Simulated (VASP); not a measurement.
# Ge (P6_3/mmc) in VASP: a series of runs

Runs on Ge. Level: PBEsol. Tasks: single point.

All numbers are computed with VASP 6.6.1; they aren't measurements. Logs are shortened: lines on timing, memory, paths and dates and some standing lists are left out, and cuts for length are marked.

## Step 1: The cell of the first run

The structure is hexagonal, space group P6_3/mmc (No. 194). Conventional cell: a = 4.117 Å, b = 4.117 Å, c = 6.794 Å, α = 90.00°, β = 90.00°, γ = 120.00°. Ge (site symmetry 3m) has 4 Ge at 2.53 to 2.54 Å within 3.3 Å.

## Step 2: Single point, PBEsol (strain +0.030 along x and y, +0.030 along z)

Contents of INCAR:

```
PREC = Accurate
ENCUT = 520
EDIFF = 1E-6
ISMEAR = 0
SIGMA = 0.15
LREAL = F
LASPH = T
NELM = 100
ALGO = Normal
ISIF = 2
LWAVE = F
LCHARG = F
GGA = PS
NBANDS = 36
```

Contents of KPOINTS:

```
regular mesh
0
Gamma
  12 12 8
```

Contents of POSCAR:

```
Ge
1.0
    4.1168769001      0.0000000000      0.0000000000
   -2.0584384501      3.5653199798      0.0000000000
    0.0000000000      0.0000000000      6.7942560870
Ge
4
Direct
    0.6666666667      0.3333333333      0.0629118565
    0.3333333333      0.6666666667      0.5629118565
    0.6666666667      0.3333333333      0.4370881435
    0.3333333333      0.6666666667      0.9370881435
```

Potentials or basis: VASP PAW PBE potentials, release 64 (Ge_d).

Run with:

```console
$ cat potpaw_PBE.64/Ge_d/POTCAR > POTCAR
$ mpirun -np 1 vasp_std > vasp.out
```

OUTCAR:

```text
PREC = Accurate
   ENCUT = 520
   EDIFF = 1E-6
   ISMEAR = 0
   LREAL = F
   LASPH = T
   NELM = 100
   ISIF = 2
   GGA = PS

 ion  position               nearest neighbor table
   1  0.667  0.333  0.063-   4 2.53   4 2.53   4 2.53   3 2.54
   2  0.333  0.667  0.563-   3 2.53   3 2.53   3 2.53   4 2.54
   3  0.667  0.333  0.437-   2 2.53   2 2.53   2 2.53   1 2.54
   4  0.333  0.667  0.937-   1 2.53   1 2.53   1 2.53   2 2.54

  LATTYP: Found a hexagonal cell.
 ALAT       =     4.1168769001
 C/A-ratio  =     1.6503422988

  Lattice vectors:

 A1 = (   4.1168769001,   0.0000000000,   0.0000000000)
 A2 = (  -2.0584384501,   3.5653199798,   0.0000000000)
 A3 = (   0.0000000000,   0.0000000000,   6.7942560870)

Analysis of symmetry for initial positions (statically):
=====================================================================
 Subroutine PRICEL returns:
 Original cell was already a primitive cell.

 Routine SETGRP: Setting up the symmetry group for a
 hexagonal supercell.

 Subroutine GETGRP returns: Found 24 space group operations
 (whereof 12 operations were pure point group operations)
 out of a pool of 24 trial point group operations.

The static configuration has the point symmetry D_3d.
 The point group associated with its full space group is D_6h.

Analysis of symmetry for dynamics (positions and initial velocities):
=====================================================================
 Subroutine PRICEL returns:
 Original cell was already a primitive cell.

 Routine SETGRP: Setting up the symmetry group for a
 hexagonal supercell.

 Subroutine GETGRP returns: Found 24 space group operations
 (whereof 12 operations were pure point group operations)
 out of a pool of 24 trial point group operations.

The dynamic configuration has the point symmetry D_3d.
 The point group associated with its full space group is D_6h.

 Subroutine INISYM returns: Found 24 space group operations
 (whereof 12 operations are pure point group operations),
 and found     1 'primitive' translations

----------------------------------------------------------------------------------------

                                     Primitive cell

  volume of cell :      99.7260

  direct lattice vectors                    reciprocal lattice vectors
     4.116876900  0.000000000  0.000000000     0.242902575  0.140239867  0.000000000
    -2.058438450  3.565319980  0.000000000     0.000000000  0.280479734  0.000000000
     0.000000000  0.000000000  6.794256087     0.000000000  0.000000000  0.147183148

  length of vectors
     4.116876900  4.116876900  6.794256087     0.280479734  0.280479734  0.147183148

  position of ions in fractional coordinates (direct lattice)
     0.666666667  0.333333333  0.062911857
     0.333333333  0.666666667  0.562911857
     0.666666667  0.333333333  0.437088143
     0.333333333  0.666666667  0.937088143

  ion indices of the primitive-cell ions
   primitive index   ion index
                 1           1
                 2           2
                 3           3
                 4           4

----------------------------------------------------------------------------------------

 KPOINTS: regular mesh

Automatic generation of k-mesh.
 Grid dimensions read from file:
 generate k-points for:   12   12    8

 Generating k-lattice:

  Cartesian coordinates                     Fractional coordinates (reciprocal lattice)
     0.020241881  0.011686656  0.000000000     0.083333333 -0.000000000  0.000000000
     0.000000000  0.023373311  0.000000000     0.000000000  0.083333333  0.000000000
     0.000000000  0.000000000  0.018397894     0.000000000  0.000000000  0.125000000

  Length of vectors
     0.023373311  0.023373311  0.018397894

  Shift w.r.t. Gamma in fractional coordinates (k-lattice)
     0.000000000  0.000000000  0.000000000

 Subroutine IBZKPT returns following result:
 ===========================================

 Found     95 irreducible k-points:

 Following reciprocal coordinates:
            Coordinates               Weight
  0.000000  0.000000  0.000000      1.000000
  0.083333  0.000000  0.000000      6.000000
  0.166667  0.000000  0.000000      6.000000
  0.250000  0.000000  0.000000      6.000000
  0.333333  0.000000  0.000000      6.000000
  0.416667  0.000000  0.000000      6.000000
[... 16 lines left out ...]
  0.250000  0.000000  0.125000     12.000000
  0.333333  0.000000  0.125000     12.000000
 [... further k-points ...]
   k-points           NKPTS =     95   k-points in BZ     NKDIM =     95   number of bands    NBANDS=     36
   number of dos      NEDOS =    301   number of ions     NIONS =      4
   total plane-waves  NPLWV =  55296
   dimension x,y,z NGX =    32 NGY =   32 NGZ =   54
   dimension x,y,z NGXF=    64 NGYF=   64 NGZF=  108
   ions per type =               4
   NGX,Y,Z   is equivalent  to a cutoff of  12.92, 12.92, 13.21 a.u.
   NGXF,Y,Z  is equivalent  to a cutoff of  25.84, 25.84, 26.43 a.u.
 SYSTEM =  unknown system
   PREC   = accura    normal or accurate (medium, high low for compatibility)
   ISTART =      0    job   : 0-new  1-cont  2-samecut
   ICHARG =      2    charge: 1-file 2-atom 10-const
   ISPIN  =      1    spin polarized calculation?
   LNONCOLLINEAR =      F non collinear calculations
   LSORBIT =      F    spin-orbit coupling
   LASPH  =      T    aspherical Exc in radial PAW
   ENCUT  =  520.0 eV  38.22 Ry    6.18 a.u.   7.65  7.65 12.63*2*pi/ulx,y,z
   NELM   =    100;   NELMIN=  2; NELMDL= -5     # of ELM steps
   EDIFF  = 0.1E-05   stopping-criterion for ELM
   LREAL  =      F    real-space projection
   EDIFFG = 0.1E-04   stopping-criterion for IOM
   NSW    =      0    number of steps for IOM
   IBRION =     -1    ionic relax: 0-MD 1-quasi-New 2-CG
   NFREE  =      0    steps in history (QN), initial steepest desc. (CG)
   ISIF   =      2    stress and relaxation
   ISYM   =      2    0-nonsym 1-usesym 2-fastsym
   POTIM  = 0.5000    time-step for ionic-motion
   TEBEG  =    0.0;   TEEND  =   0.0 temperature during run
   PSTRESS=    0.0 pullay stress
   NELECT =      56.0000    total number of electrons
   NUPDOWN=      -1.0000    fix difference up-down
   EMIN   =  10.00;   EMAX   =-10.00  energy-range for DOS
   EFERMI =   0.00;   METHOD = LEGACY
   ISMEAR =     0;   SIGMA  =   0.15  broadening in eV -4-tet -1-fermi 0-gaus
   EFERMI_NEDOS =   21; number of points for ismear=-14 and -15
   IALGO  =     38    algorithm
   IMIX   =      4    mixing-type and parameters
     AMIX     =   0.40;   BMIX     =  1.00
     AMIX_MAG =   1.60;   BMIX_MAG =  1.00
  volume/ion in A,a.u.               =      24.93       168.25
  Fermi-wavevector in a.u.,A,eV,Ry     =   1.350625  2.552311 24.819578  1.824188
  Thomas-Fermi vector in A             =   2.478114
   LORBIT       =      0    0 simple, 1 ext, 2 COOP (PROOUT), +10 PAW based schemes
   GGA     = PS    functional components
   LHFCALC =     F    Hartree Fock is set to
   AEXX    =    0.0000 exact exchange contribution
   IVDW    =     0    specifies the selected vdW correction
   LEPSILON=     F    determine dielectric tensor
   LRPA    =     F    only Hartree local field effects (RPA)
 non-spin polarized calculation
 Gauss-broadening in eV      SIGMA  =   0.15
  energy-cutoff  :      520.00
  volume of cell :       99.73
 maximum number of plane-waves:      2726
 NGX is ok and might be reduce to    32
   NGX = 15   NGY = 15   NGZ = 25

 number of electron      56.0000016 magnetization

 Free energy of the ion-electron system (eV)
  ---------------------------------------------------
  ext. energy  EPLUGINS =         0.00000000
  ---------------------------------------------------
  free energy    TOTEN  =       -19.54368445 eV

  energy without entropy =      -19.54177665  energy(sigma->0) =      -19.54273055

 E-fermi :   4.0149     XC(G=0):  -9.6734

 val. band max:        3.9753461286   @ k =   0.0833   0.0000   0.0000
 cond. band min:       4.0280627057   @ k =   0.0000   0.0000   0.1250
 fundamental gap:      0.0527165771
 Fermi energy:         4.0148777010

 k-point     1 :       0.0000    0.0000    0.0000
  band No.  band energies     occupation
      1     -20.7118      2.00000
      2     -20.7118      2.00000
      3     -20.6818      2.00000
      4     -20.6818      2.00000
      5     -20.6814      2.00000
      6     -20.6703      2.00000
[... 28 lines left out ...]
     35       8.3725      0.00000
     36       9.8041      0.00000

 k-point     2 :       0.0833    0.0000    0.0000
  band No.  band energies     occupation
      1     -20.7155      2.00000
      2     -20.7129      2.00000
      3     -20.6849      2.00000
      4     -20.6838      2.00000
      5     -20.6817      2.00000
      6     -20.6655      2.00000
[... 28 lines left out ...]
     35       8.6520      0.00000
     36      10.2254      0.00000

 k-point     3 :       0.1667    0.0000    0.0000
  band No.  band energies     occupation
      1     -20.7218      2.00000
      2     -20.7154      2.00000
      3     -20.6917      2.00000
      4     -20.6882      2.00000
      5     -20.6807      2.00000
      6     -20.6581      2.00000
[... 28 lines left out ...]
     35       9.3829      0.00000
     36       9.7513      0.00000

 k-point     4 :       0.2500    0.0000    0.0000
  band No.  band energies     occupation
      1     -20.7261      2.00000
      2     -20.7177      2.00000
      3     -20.6990      2.00000
      4     -20.6928      2.00000
      5     -20.6775      2.00000
      6     -20.6522      2.00000
[... 28 lines left out ...]
     35       9.8211      0.00000
     36      10.3751      0.00000

 k-point     5 :       0.3333    0.0000    0.0000
  band No.  band energies     occupation
      1     -20.7271      2.00000
      2     -20.7190      2.00000
      3     -20.7061      2.00000
      4     -20.6963      2.00000
      5     -20.6717      2.00000
      6     -20.6482      2.00000
[... 655 lines left out ...]
 k-point    22 :       0.1667    0.0000    0.1250
  band No.  band energies     occupation
      1     -20.7206      2.00000
      2     -20.7146      2.00000
      3     -20.6910      2.00000
      4     -20.6898      2.00000
      5     -20.6823      2.00000
      6     -20.6585      2.00000
[... 28 lines left out ...]
     35       9.2727      0.00000
     36       9.9707      0.00000

 k-point    23 :       0.2500    0.0000    0.1250
  band No.  band energies     occupation
      1     -20.7247      2.00000
      2     -20.7169      2.00000
      3     -20.6980      2.00000
      4     -20.6941      2.00000
      5     -20.6790      2.00000
      6     -20.6526      2.00000
[... 28 lines left out ...]
     35       9.8513      0.00000
     36      10.2463      0.00000

 k-point    24 :       0.3333    0.0000    0.1250
  band No.  band energies     occupation
      1     -20.7256      2.00000
      2     -20.7183      2.00000
      3     -20.7048      2.00000
      4     -20.6974      2.00000
      5     -20.6731      2.00000
      6     -20.6484      2.00000
[... 28 lines left out ...]
     35      10.5386      0.00000
     36      11.3155      0.00000

 [... further k-points ...]
[... 5 lines left out ...]
  --------------------------------------------------------------------------------------
  -------------------------------------------------------------------------------------
  Total       -3.0781154     -3.0781154     -3.1213131      0.0000000      0.0000000      0.0000000
  in kB      -49.4523780    -49.4523780    -50.1463828      0.0000000      0.0000000      0.0000000
  external PRESSURE =     -49.6837129 kB  Pullay stress =       0.0000000 kB

 VOLUME and BASIS-vectors are now :
 -----------------------------------------------------------------------------
  energy-cutoff  :      520.00
  volume of cell :       99.73
      direct lattice vectors                 reciprocal lattice vectors
     4.116876900  0.000000000  0.000000000     0.242902575  0.140239867  0.000000000
    -2.058438450  3.565319980  0.000000000     0.000000000  0.280479734  0.000000000
     0.000000000  0.000000000  6.794256087     0.000000000  0.000000000  0.147183148

 POSITION                                       TOTAL-FORCE (eV/Angst)
 -----------------------------------------------------------------------------------
      2.05844      1.18844      0.42744        -0.000000      0.000000     -0.034238
     -0.00000      2.37688      3.82457         0.000000     -0.000000     -0.034238
      2.05844      1.18844      2.96969         0.000000      0.000000      0.034238
     -0.00000      2.37688      6.36682        -0.000000      0.000000      0.034238
 -----------------------------------------------------------------------------------
    total drift:                               -0.000000      0.000000     -0.000000

  FREE ENERGIE OF THE ION-ELECTRON SYSTEM (eV)
  ---------------------------------------------------
  free  energy   TOTEN  =       -19.5436844453 eV

  energy  without entropy=      -19.5417766542  energy(sigma->0) =      -19.54273055
```

It used 200 s of CPU time on 1 thread of Intel Xeon 6975P-C, with other jobs on the host.

What came out:

```
Free energy            : -19.5437 eV
Pressure               : -5.0 GPa
Largest force          : 0.034 eV/Å
Band gap on the k mesh : zero (band 28 reaches 4.03 eV, above the bottom of band 29 at 3.86 eV)
```

Forces in eV/Å, atoms in the order of the input:
```
Ge   0.000  0.000 -0.034
Ge   0.000  0.000 -0.034
Ge   0.000  0.000  0.034
Ge   0.000  0.000  0.034
```

Levels at points of the mesh, in eV from the Fermi level:
```
           k point  band 25  band 26  band 27  band 28  band 29  band 30  band 31  band 32
(0.00, 0.00, 0.00)    -1.34    -0.82    -0.35    -0.14     0.11     0.11     2.24     2.24
(0.50, 0.00, 0.00)    -4.17    -2.78    -2.53    -1.31     0.54     1.34     3.48     3.62
(0.00, 0.00, 0.50)    -0.77    -0.77    -0.77    -0.77     0.37     0.37     3.27     3.27
(0.50, 0.00, 0.50)    -2.34    -2.34    -2.18    -2.18     0.41     0.41     2.12     2.12
```

Caveat: the cell differs from its parent crystal (strain +0.030 along x and y, +0.030 along z); the PAW data sets were made with another functional, which shifts forces and pressure a little.

## Step 3: Single point, PBEsol (strain +0.030 along x and y, -0.030 along z)

Contents of INCAR:

```
  PREC = Accurate
  ENCUT = 520
  EDIFF = 1E-6
  ISMEAR = 0
  SIGMA = 0.15
  LREAL = False
  LASPH = True
  NELM = 80
  ALGO = Normal
  ISIF = 2
  LWAVE = False
  LCHARG = False
  GGA = PS
  NBANDS = 36
```

Contents of KPOINTS:

```
Automatic mesh
0
Gamma
  12 12 8
```

Changes to POSCAR since step 2:

```diff
@@ -4,3 +4,3 @@
    -2.0584384501      3.5653199798      0.0000000000
-    0.0000000000      0.0000000000      6.7942560870
+    0.0000000000      0.0000000000      6.3984741790
 Ge
```

Potentials or basis: VASP PAW PBE potentials, release 64 (Ge_d).

Run with:

```console
$ cat potpaw_PBE.64/Ge_d/POTCAR > POTCAR
$ mpirun -np 1 vasp_std > vasp.out
```

OUTCAR:

```text
PREC = Accurate
   ENCUT = 520
   EDIFF = 1E-6
   ISMEAR = 0
   LREAL = False
   LASPH = True
   NELM = 80
   ISIF = 2
   GGA = PS

 ion  position               nearest neighbor table
   1  0.667  0.333  0.063-   3 2.39   4 2.51   4 2.51   4 2.51
   2  0.333  0.667  0.563-   4 2.39   3 2.51   3 2.51   3 2.51
   3  0.667  0.333  0.437-   1 2.39   2 2.51   2 2.51   2 2.51
   4  0.333  0.667  0.937-   2 2.39   1 2.51   1 2.51   1 2.51

  LATTYP: Found a hexagonal cell.
 ALAT       =     4.1168769001
[... 1129 lines left out ...]
     35      11.1581      0.00000
     36      12.0983      0.00000

 [... further k-points ...]
[... 5 lines left out ...]
  --------------------------------------------------------------------------------------
  -------------------------------------------------------------------------------------
  Total       -2.8979596     -2.8979596      3.2202896      0.0000000      0.0000000      0.0000000
  in kB      -49.4379088    -49.4379088     54.9367163      0.0000000      0.0000000      0.0000000
  external PRESSURE =     -14.6463671 kB  Pullay stress =       0.0000000 kB

 VOLUME and BASIS-vectors are now :
 -----------------------------------------------------------------------------
  energy-cutoff  :      520.00
  volume of cell :       93.92
      direct lattice vectors                 reciprocal lattice vectors
     4.116876900  0.000000000  0.000000000     0.242902575  0.140239867  0.000000000
    -2.058438450  3.565319980  0.000000000     0.000000000  0.280479734  0.000000000
     0.000000000  0.000000000  6.398474179     0.000000000  0.000000000  0.156287260

 POSITION                                       TOTAL-FORCE (eV/Angst)
 -----------------------------------------------------------------------------------
      2.05844      1.18844      0.40254        -0.000000      0.000000     -0.622991
     -0.00000      2.37688      3.60178         0.000000      0.000000     -0.622991
      2.05844      1.18844      2.79670        -0.000000      0.000000      0.622991
     -0.00000      2.37688      5.99593         0.000000     -0.000000      0.622991
 -----------------------------------------------------------------------------------
    total drift:                                0.000000     -0.000000      0.000000

  FREE ENERGIE OF THE ION-ELECTRON SYSTEM (eV)
  ---------------------------------------------------
  free  energy   TOTEN  =       -19.5504672514 eV

  energy  without entropy=      -19.5481528499  energy(sigma->0) =      -19.54931005
```

Wall time 3.9 min (1 thread of Intel Xeon 6975P-C, shared host); peak memory 0.36 GiB.

Results:

- Free energy: -19.5505 eV
- Pressure: -1.5 GPa
- Largest force: 0.623 eV/Å
- Band gap on the k mesh: zero (band 28 reaches 4.58 eV, above the bottom of band 29 at 4.26 eV)

Forces in eV/Å, atoms in the order of the input:
```
Ge   0.000  0.000 -0.623
Ge   0.000  0.000 -0.623
Ge   0.000  0.000  0.623
Ge   0.000  0.000  0.623
```

Levels at points of the mesh, in eV from the Fermi level:
```tsv
k point	band 25	band 26	band 27	band 28	band 29	band 30	band 31	band 32
(0.00, 0.00, 0.00)	-1.71	-0.70	-0.22	-0.14	0.18	0.18	1.93	1.93
(0.50, 0.00, 0.00)	-4.53	-3.15	-2.81	-1.23	0.26	1.73	3.44	3.61
(0.00, 0.00, 0.50)	-1.00	-1.00	-1.00	-1.00	0.27	0.27	3.18	3.18
(0.50, 0.00, 0.50)	-2.40	-2.40	-2.29	-2.29	0.52	0.52	2.29	2.29
```

Caveat: the cell differs from its parent crystal (strain +0.030 along x and y, -0.030 along z); the PAW data sets were made with another functional, which shifts forces and pressure a little.
